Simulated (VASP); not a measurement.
# HfBe3 (Pm-3m) in VASP: notebook

Runs on HfBe3. Level: PBE. Tasks: single point, relaxation of cell and atoms.

All numbers are computed with VASP 6.6.1; they aren't measurements. Logs are shortened: lines on timing, memory, paths and dates and some standing lists are left out, and cuts for length are marked.

### 1 The cell of the first run

It takes space group Pm-3m (No. 221, cubic). Conventional cell: a = 3.458 Å, b = 3.458 Å, c = 3.458 Å, α = 90.00°, β = 90.00°, γ = 90.00°. Within 3.2 Å of Hf (site symmetry m-3m) lie 12 Be at 2.45 Å. Within 3.2 Å of Be (site symmetry 4/mmm) lie 4 Hf at 2.45 Å and 8 Be at 2.45 Å.

### 2 Single point, PBE

INCAR

```
  PREC = Accurate
  ENCUT = 520
  EDIFF = 1E-6
  ISMEAR = 0
  SIGMA = 0.1
  LREAL = False
  LASPH = True
  NELM = 100
  ALGO = Fast
  ISIF = 2
  LWAVE = False
  LCHARG = False
  GGA = PE
  NBANDS = 16
```

KPOINTS

```
Automatic mesh
0
Gamma
  6 6 6
```

POSCAR

```
HfBe3
1.0
    3.4581226580      0.0000000000      0.0000000000
    0.0000000000      3.4581226580      0.0000000000
    0.0000000000      0.0000000000      3.4581226580
Hf Be
1 3
Direct
    0.0000000000      0.0000000000      0.0000000000
    0.0000000000      0.5000000000      0.5000000000
    0.5000000000      0.0000000000      0.5000000000
    0.5000000000      0.5000000000      0.0000000000
```

Potentials or basis: VASP PAW PBE potentials, release 64 (Hf_pv, Be).

Launch:

```bash
$ cat potpaw_PBE.64/Hf_pv/POTCAR potpaw_PBE.64/Be/POTCAR > POTCAR
$ mpirun -np 1 vasp_std > vasp.out
```

OUTCAR:

```text
PREC = Accurate
   ENCUT = 520
   EDIFF = 1E-6
   ISMEAR = 0
   LREAL = False
   LASPH = True
   NELM = 100
   ISIF = 2
   GGA = PE

 ion  position               nearest neighbor table
   1  0.000  0.000  0.000-   2 2.45   3 2.45   4 2.45   2 2.45   3 2.45   2 2.45   4 2.45   2 2.45
                             3 2.45   4 2.45   3 2.45   4 2.45
   2  0.000  0.500  0.500-   1 2.45   1 2.45   1 2.45   1 2.45
   3  0.500  0.000  0.500-   1 2.45   1 2.45   1 2.45   1 2.45
   4  0.500  0.500  0.000-   1 2.45   1 2.45   1 2.45   1 2.45

  LATTYP: Found a simple cubic cell.
 ALAT       =     3.4581226580

  Lattice vectors:

 A1 = (   3.4581226580,   0.0000000000,   0.0000000000)
 A2 = (   0.0000000000,   3.4581226580,   0.0000000000)
 A3 = (   0.0000000000,   0.0000000000,   3.4581226580)

Analysis of symmetry for initial positions (statically):
=====================================================================
 Subroutine PRICEL returns:
 Original cell was already a primitive cell.

 Routine SETGRP: Setting up the symmetry group for a
 simple cubic supercell.

 Subroutine GETGRP returns: Found 48 space group operations
 (whereof 48 operations were pure point group operations)
 out of a pool of 48 trial point group operations.

The static configuration has the point symmetry O_h .

Analysis of symmetry for dynamics (positions and initial velocities):
=====================================================================
 Subroutine PRICEL returns:
 Original cell was already a primitive cell.

 Routine SETGRP: Setting up the symmetry group for a
 simple cubic supercell.

 Subroutine GETGRP returns: Found 48 space group operations
 (whereof 48 operations were pure point group operations)
 out of a pool of 48 trial point group operations.

The dynamic configuration has the point symmetry O_h .

 Subroutine INISYM returns: Found 48 space group operations
 (whereof 48 operations are pure point group operations),
 and found     1 'primitive' translations

----------------------------------------------------------------------------------------

                                     Primitive cell

  volume of cell :      41.3543

  direct lattice vectors                    reciprocal lattice vectors
     3.458122658  0.000000000  0.000000000     0.289174242  0.000000000  0.000000000
     0.000000000  3.458122658  0.000000000     0.000000000  0.289174242  0.000000000
     0.000000000  0.000000000  3.458122658     0.000000000  0.000000000  0.289174242

  length of vectors
     3.458122658  3.458122658  3.458122658     0.289174242  0.289174242  0.289174242

  position of ions in fractional coordinates (direct lattice)
     0.000000000  0.000000000  0.000000000
     0.000000000  0.500000000  0.500000000
     0.500000000  0.000000000  0.500000000
     0.500000000  0.500000000  0.000000000

  ion indices of the primitive-cell ions
   primitive index   ion index
                 1           1
                 2           2
                 3           3
                 4           4

----------------------------------------------------------------------------------------

 KPOINTS: Automatic mesh

Automatic generation of k-mesh.
 Grid dimensions read from file:
 generate k-points for:    6    6    6

 Generating k-lattice:

  Cartesian coordinates                     Fractional coordinates (reciprocal lattice)
     0.048195707  0.000000000  0.000000000     0.166666667  0.000000000  0.000000000
     0.000000000  0.048195707  0.000000000     0.000000000  0.166666667  0.000000000
     0.000000000  0.000000000  0.048195707     0.000000000  0.000000000  0.166666667

  Length of vectors
     0.048195707  0.048195707  0.048195707

  Shift w.r.t. Gamma in fractional coordinates (k-lattice)
     0.000000000  0.000000000  0.000000000

 Subroutine IBZKPT returns following result:
 ===========================================

 Found     20 irreducible k-points:

 Following reciprocal coordinates:
            Coordinates               Weight
  0.000000  0.000000  0.000000      1.000000
  0.166667  0.000000  0.000000      6.000000
  0.333333  0.000000  0.000000      6.000000
  0.500000  0.000000  0.000000      3.000000
  0.166667  0.166667  0.000000     12.000000
  0.333333  0.166667  0.000000     24.000000
[... 12 lines left out ...]
  0.500000  0.500000  0.333333      6.000000
  0.500000  0.500000  0.500000      1.000000
   k-points           NKPTS =     20   k-points in BZ     NKDIM =     20   number of bands    NBANDS=     16
   number of dos      NEDOS =    301   number of ions     NIONS =      4
   total plane-waves  NPLWV =  21952
   dimension x,y,z NGX =    28 NGY =   28 NGZ =   28
   dimension x,y,z NGXF=    56 NGYF=   56 NGZF=   56
   ions per type =               1   3
   NGX,Y,Z   is equivalent  to a cutoff of  13.46, 13.46, 13.46 a.u.
   NGXF,Y,Z  is equivalent  to a cutoff of  26.92, 26.92, 26.92 a.u.
 SYSTEM =  unknown system
   PREC   = accura    normal or accurate (medium, high low for compatibility)
   ISTART =      0    job   : 0-new  1-cont  2-samecut
   ICHARG =      2    charge: 1-file 2-atom 10-const
   ISPIN  =      1    spin polarized calculation?
   LNONCOLLINEAR =      F non collinear calculations
   LSORBIT =      F    spin-orbit coupling
   LASPH  =      T    aspherical Exc in radial PAW
   ENCUT  =  520.0 eV  38.22 Ry    6.18 a.u.   6.43  6.43  6.43*2*pi/ulx,y,z
   NELM   =    100;   NELMIN=  2; NELMDL= -5     # of ELM steps
   EDIFF  = 0.1E-05   stopping-criterion for ELM
   LREAL  =      F    real-space projection
   EDIFFG = 0.1E-04   stopping-criterion for IOM
   NSW    =      0    number of steps for IOM
   IBRION =     -1    ionic relax: 0-MD 1-quasi-New 2-CG
   NFREE  =      0    steps in history (QN), initial steepest desc. (CG)
   ISIF   =      2    stress and relaxation
   ISYM   =      2    0-nonsym 1-usesym 2-fastsym
   POTIM  = 0.5000    time-step for ionic-motion
   TEBEG  =    0.0;   TEEND  =   0.0 temperature during run
   PSTRESS=    0.0 pullay stress
   NELECT =      16.0000    total number of electrons
   NUPDOWN=      -1.0000    fix difference up-down
   EMIN   =  10.00;   EMAX   =-10.00  energy-range for DOS
   EFERMI =   0.00;   METHOD = LEGACY
   ISMEAR =     0;   SIGMA  =   0.10  broadening in eV -4-tet -1-fermi 0-gaus
   EFERMI_NEDOS =   21; number of points for ismear=-14 and -15
   IALGO  =     68    algorithm
   IMIX   =      4    mixing-type and parameters
     AMIX     =   0.40;   BMIX     =  1.00
     AMIX_MAG =   1.60;   BMIX_MAG =  1.00
  volume/ion in A,a.u.               =      10.34        69.77
  Fermi-wavevector in a.u.,A,eV,Ry     =   1.192910  2.254273 19.361564  1.423035
  Thomas-Fermi vector in A             =   2.328937
   LORBIT       =      0    0 simple, 1 ext, 2 COOP (PROOUT), +10 PAW based schemes
   GGA     = PE    functional components
   LHFCALC =     F    Hartree Fock is set to
   AEXX    =    0.0000 exact exchange contribution
   IVDW    =     0    specifies the selected vdW correction
   LEPSILON=     F    determine dielectric tensor
   LRPA    =     F    only Hartree local field effects (RPA)
 non-spin polarized calculation
 RMM-DIIS sequential band-by-band and
 Gauss-broadening in eV      SIGMA  =   0.10
  energy-cutoff  :      520.00
  volume of cell :       41.35
 maximum number of plane-waves:      1141
 NGX is ok and might be reduce to    28
   NGX = 13   NGY = 13   NGZ = 13

 number of electron      15.9999998 magnetization

 Free energy of the ion-electron system (eV)
  ---------------------------------------------------
  ext. energy  EPLUGINS =         0.00000000
  ---------------------------------------------------
  free energy    TOTEN  =       -20.07231782 eV

  energy without entropy =      -20.05863600  energy(sigma->0) =      -20.06547691

 E-fermi :   5.4996     XC(G=0): -11.3633

 val. band max:        5.4427699693   @ k =   0.3333   0.3333   0.0000
 cond. band min:       5.5406598828   @ k =   0.5000   0.5000   0.1667
 fundamental gap:      0.0978899135
 Fermi energy:         5.4995765364

 k-point     1 :       0.0000    0.0000    0.0000
  band No.  band energies     occupation
      1     -23.1366      2.00000
      2     -23.1366      2.00000
      3     -23.1366      2.00000
      4      -3.2348      2.00000
      5       4.2192      2.00000
      6       4.2192      2.00000
[... 8 lines left out ...]
     15      13.2346      0.00000
     16      13.2346      0.00000

 k-point     2 :       0.1667    0.0000    0.0000
  band No.  band energies     occupation
      1     -23.1962      2.00000
      2     -23.1297      2.00000
      3     -23.1297      2.00000
      4      -2.8629      2.00000
      5       3.4118      2.00000
      6       4.1964      2.00000
[... 8 lines left out ...]
     15      14.5709      0.00000
     16      14.5709      0.00000

 k-point     3 :       0.3333    0.0000    0.0000
  band No.  band energies     occupation
      1     -23.3129      2.00000
      2     -23.1157      2.00000
      3     -23.1157      2.00000
      4      -1.8521      2.00000
      5       1.6312      2.00000
      6       4.1508      2.00000
[... 8 lines left out ...]
     15      15.1699      0.00000
     16      15.1699      0.00000

 k-point     4 :       0.5000    0.0000    0.0000
  band No.  band energies     occupation
      1     -23.3702      2.00000
      2     -23.1087      2.00000
      3     -23.1087      2.00000
      4      -0.7353      2.00000
      5       0.2029      2.00000
      6       4.1280      2.00000
[... 8 lines left out ...]
     15      14.4463      0.00000
     16      14.4463      0.00000
[... 248 lines left out ...]
 k-point    18 :       0.5000    0.3333    0.3333
  band No.  band energies     occupation
      1     -23.3358      2.00000
      2     -23.2715      2.00000
      3     -23.2707      2.00000
      4       0.8896      2.00000
      5       2.3964      2.00000
      6       3.2667      2.00000
[... 8 lines left out ...]
     15      16.2852      0.00000
     16      17.3772      0.00000

 k-point    19 :       0.5000    0.5000    0.3333
  band No.  band energies     occupation
      1     -23.3303      2.00000
      2     -23.3303      2.00000
      3     -23.2655      2.00000
      4       1.2626      2.00000
      5       3.0967      2.00000
      6       3.0967      2.00000
[... 8 lines left out ...]
     15      16.6563      0.00000
     16      16.6563      0.00000

 k-point    20 :       0.5000    0.5000    0.5000
  band No.  band energies     occupation
      1     -23.3250      2.00000
      2     -23.3250      2.00000
      3     -23.3250      2.00000
      4       2.5271      2.00000
      5       2.9446      2.00000
      6       2.9446      2.00000
[... 8 lines left out ...]
     15      17.3621      0.00000
     16      17.3621      0.00000

------------------------ aborting loop because EDIFF is reached ----------------------------------------

  FORCE on cell =-STRESS in cart. coord.  units (eV):
  Direction    XX          YY          ZZ          XY          YZ          ZX
  --------------------------------------------------------------------------------------
  -------------------------------------------------------------------------------------
  Total        7.9088767      7.9088767      7.9088767     -0.0000000      0.0000000     -0.0000000
  in kB      306.4108967    306.4108967    306.4108967     -0.0000000      0.0000000     -0.0000000
  external PRESSURE =     306.4108967 kB  Pullay stress =       0.0000000 kB

 VOLUME and BASIS-vectors are now :
 -----------------------------------------------------------------------------
  energy-cutoff  :      520.00
  volume of cell :       41.35
      direct lattice vectors                 reciprocal lattice vectors
     3.458122658  0.000000000  0.000000000     0.289174242  0.000000000  0.000000000
     0.000000000  3.458122658  0.000000000     0.000000000  0.289174242  0.000000000
     0.000000000  0.000000000  3.458122658     0.000000000  0.000000000  0.289174242

 POSITION                                       TOTAL-FORCE (eV/Angst)
 -----------------------------------------------------------------------------------
      0.00000      0.00000      0.00000         0.000000      0.000000      0.000000
      0.00000      1.72906      1.72906         0.000000      0.000000      0.000000
      1.72906      0.00000      1.72906         0.000000      0.000000      0.000000
      1.72906      1.72906      0.00000         0.000000      0.000000      0.000000
 -----------------------------------------------------------------------------------
    total drift:                               -0.000000     -0.000000     -0.000000

  FREE ENERGIE OF THE ION-ELECTRON SYSTEM (eV)
  ---------------------------------------------------
  free  energy   TOTEN  =       -20.0723178169 eV

  energy  without entropy=      -20.0586360038  energy(sigma->0) =      -20.06547691
```

Wall time 8.4 s (1 thread of Intel Xeon 6975P-C (Granite Rapids), shared host); peak memory 0.15 GiB.

Results:

```
Free energy            : -20.0723 eV
Pressure               : 30.6 GPa
Band gap on the k mesh : zero (bands 8 and 9 overlap by 1.35 eV)
```

Caveat: the cell stands under pressure; spin-orbit coupling is left out, which moves the levels of the heavy elements.

### 3 Single point, PBE

This run uses another cell than the first one, of 12.41 Å³/atom.

INCAR

```
ALGO = Fast ; EDIFF = 1E-6
ENCUT = 520 ; GGA = PE
ISIF = 2 ; ISMEAR = 0
LASPH = True ; LCHARG = False
LREAL = False ; LWAVE = False
NBANDS = 16 ; NELM = 80
PREC = Accurate ; SIGMA = 0.1
```

KPOINTS

```
k-points
0
Gamma
  6 6 6
```

POSCAR

```
HfBe3
1.0
    3.6756302692      0.0000000000      0.0000000000
    0.0000000000      3.6756302692      0.0000000000
    0.0000000000      0.0000000000      3.6756302692
Hf Be
1 3
Direct
    0.0000000000      0.0000000000      0.0000000000
    0.0000000000      0.5000000000      0.5000000000
    0.5000000000      0.0000000000      0.5000000000
    0.5000000000      0.5000000000      0.0000000000
```

Potentials or basis: VASP PAW PBE potentials, release 64 (Hf_pv, Be).

Launch:

```bash
$ cat potpaw_PBE.64/Hf_pv/POTCAR potpaw_PBE.64/Be/POTCAR > POTCAR
$ mpirun -np 1 vasp_std > vasp.out
```

Wall time 8.2 s (1 thread of Intel Xeon 6975P-C (Granite Rapids), shared host); peak memory 0.15 GiB.

The run converged. Its results:

```yaml
Free_energy: -20.7709 eV
Pressure: 0.3 GPa
Band_gap_on_the_k_mesh: zero (bands 8 and 9 overlap by 1.59 eV)
```

Levels at points of the mesh, in eV from the Fermi level:
| k point | band 5 | band 6 | band 7 | band 8 | band 9 | band 10 | band 11 | band 12 |
| --- | --- | --- | --- | --- | --- | --- | --- | --- |
| (0.00, 0.00, 0.00) | -1.10 | -1.10 | 0.41 | 0.41 | 0.41 | 3.42 | 3.42 | 3.42 |
| (0.50, 0.00, 0.00) | -5.15 | -1.03 | -0.73 | -0.73 | 3.73 | 3.92 | 3.92 | 4.26 |
| (0.50, 0.50, 0.00) | -3.73 | -2.40 | -2.40 | 0.34 | 0.34 | 4.21 | 4.40 | 4.60 |
| (0.50, 0.50, 0.50) | -2.41 | -2.41 | -2.41 | -0.80 | -0.80 | -0.80 | 4.44 | 5.24 |

Caveat: spin-orbit coupling is left out, which moves the levels of the heavy elements.

### 4 Relaxation of cell and atoms, PBE

INCAR

```
  PREC = Accurate
  ENCUT = 600
  EDIFF = 1E-6
  ISMEAR = 0
  SIGMA = 0.1
  LREAL = F
  LASPH = T
  NELM = 80
  ALGO = Normal
  ISIF = 3
  LWAVE = F
  LCHARG = F
  GGA = PE
  IBRION = 2
  NSW = 90
  EDIFFG = -0.04
```

KPOINTS

```
regular mesh
0
Gamma
  6 6 6
```

POSCAR

```
HfBe3
1.0
    3.4581226580      0.0000000000      0.0000000000
    0.0000000000      3.4581226580      0.0000000000
    0.0000000000      0.0000000000      3.4581226580
Hf Be
1 3
Direct
    0.0000000000      0.0000000000      0.0000000000
    0.0000000000      0.5000000000      0.5000000000
    0.5000000000      0.0000000000      0.5000000000
    0.5000000000      0.5000000000      0.0000000000
```

Launch:

```bash
$ cat potpaw_PBE.64/Hf_pv/POTCAR potpaw_PBE.64/Be/POTCAR > POTCAR
$ mpirun -np 1 vasp_std > vasp.out
```

Wall time 16 s (1 thread of Intel Xeon 6975P-C (Granite Rapids), shared host); peak memory 0.16 GiB.

Results (log left out):

```
Free energy                           : -20.7706 eV
Relaxed volume                        : 12.43 Å³/atom
Relaxed cell                          : a = 3.678 Å, b = 3.678 Å, c = 3.678 Å, α = 90.00°, β = 90.00°, γ = 90.00°
Space group after relaxing (to 0.1 Å) : Pm-3m (No. 221)
Energy gained by relaxing             : 174.5 meV/atom
Ionic steps                           : 3
Pressure after relaxing               : 0.1 GPa
Band gap on the k mesh                : zero (bands 8 and 9 overlap by 1.59 eV)
```

The path:
```tsv
step	energy change (eV)	largest force (eV/Å)	pressure (GPa)	volume (Å³)
1	0.0000	0.0000	30.65	41.35
2	-0.5629	0.0000	-8.82	54.36
3	-0.6978	0.0000	0.10	49.74
```

Final structure:
```cif
data_structure
_symmetry_space_group_name_H-M 'P 1'
_symmetry_Int_Tables_number 1
_cell_length_a 3.6776
_cell_length_b 3.6776
_cell_length_c 3.6776
_cell_angle_alpha 90.000
_cell_angle_beta 90.000
_cell_angle_gamma 90.000
_cell_volume 49.74
loop_
_atom_site_label
_atom_site_type_symbol
_atom_site_fract_x
_atom_site_fract_y
_atom_site_fract_z
_atom_site_occupancy
Hf1 Hf 0.00000 0.00000 0.00000 1
Be1 Be 0.00000 0.50000 0.50000 1
Be2 Be 0.50000 0.00000 0.50000 1
Be3 Be 0.50000 0.50000 0.00000 1
```

Levels at points of the mesh, in eV from the Fermi level:
| k point | band 6 | band 7 | band 8 | band 9 | band 10 | band 11 |
| --- | --- | --- | --- | --- | --- | --- |
| (0.00, 0.00, 0.00) | -1.10 | 0.41 | 0.41 | 0.41 | 3.41 | 3.41 |
| (0.50, 0.00, 0.00) | -1.03 | -0.73 | -0.73 | 3.72 | 3.91 | 3.91 |
| (0.50, 0.50, 0.00) | -2.40 | -2.40 | 0.34 | 0.34 | 4.20 | 4.40 |
| (0.50, 0.50, 0.50) | -2.40 | -2.40 | -0.80 | -0.80 | -0.80 | 4.42 |

Caveat: the volume moved by over 15 % at a fixed basis, so the end points are rough; spin-orbit coupling is left out, which moves the levels of the heavy elements.

### 5 Single point, PBE

This run uses another cell than the first one, of 12.43 Å³/atom.

INCAR

```
SYSTEM = HfBe3
ALGO = Normal
EDIFF = 1E-6
ENCUT = 520
GGA = PE
ISIF = 2
ISMEAR = 0
LASPH = .True.
LCHARG = .False.
LREAL = .False.
LWAVE = .False.
NBANDS = 16
NELM = 100
PREC = Accurate
SIGMA = 0.1
```

KPOINTS

```
k-points
0
Gamma
  12 12 12
  0 0 0
```

POSCAR

```
HfBe3
1.0
    3.6774230164      0.0000000000      0.0000000000
    0.0000000000      3.6774230164      0.0000000000
    0.0000000000      0.0000000000      3.6774230164
Hf Be
1 3
Direct
    0.0000000000      0.0000000000      0.0000000000
    0.0000000000      0.5000000000      0.5000000000
    0.5000000000      0.0000000000      0.5000000000
    0.5000000000      0.5000000000      0.0000000000
```

Launch:

```bash
$ cat potpaw_PBE.64/Hf_pv/POTCAR potpaw_PBE.64/Be/POTCAR > POTCAR
$ mpirun -np 1 vasp_std > vasp.out
```

Wall time 25 s (1 thread of Intel Xeon 6975P-C (Granite Rapids), shared host); peak memory 0.2 GiB.

The run converged. Its results:

| Item | Value |
| --- | --- |
| Free energy | -20.7663 eV |
| Pressure | 0.3 GPa |
| Band gap on the k mesh | zero (bands 8 and 9 overlap by 1.72 eV) |

Levels at points of the mesh, in eV from the Fermi level:
```
           k point  band 4  band 5  band 6  band 7  band 8  band 9  band 10  band 11  band 12  band 13
(0.00, 0.00, 0.00)   -8.07   -1.03   -1.03    0.49    0.49    0.49     3.48     3.48     3.48     6.14
(0.50, 0.00, 0.00)   -5.79   -5.07   -0.96   -0.66   -0.66    3.79     3.99     3.99     4.31     5.52
(0.50, 0.50, 0.00)   -4.69   -3.66   -2.33   -2.33    0.41    0.41     4.27     4.48     4.65     4.75
(0.50, 0.50, 0.50)   -2.35   -2.33   -2.33   -2.33   -0.73   -0.73    -0.73     4.49     5.29     5.29
```

Caveat: spin-orbit coupling is left out, which moves the levels of the heavy elements.

(Continued in part 2 of 2.)
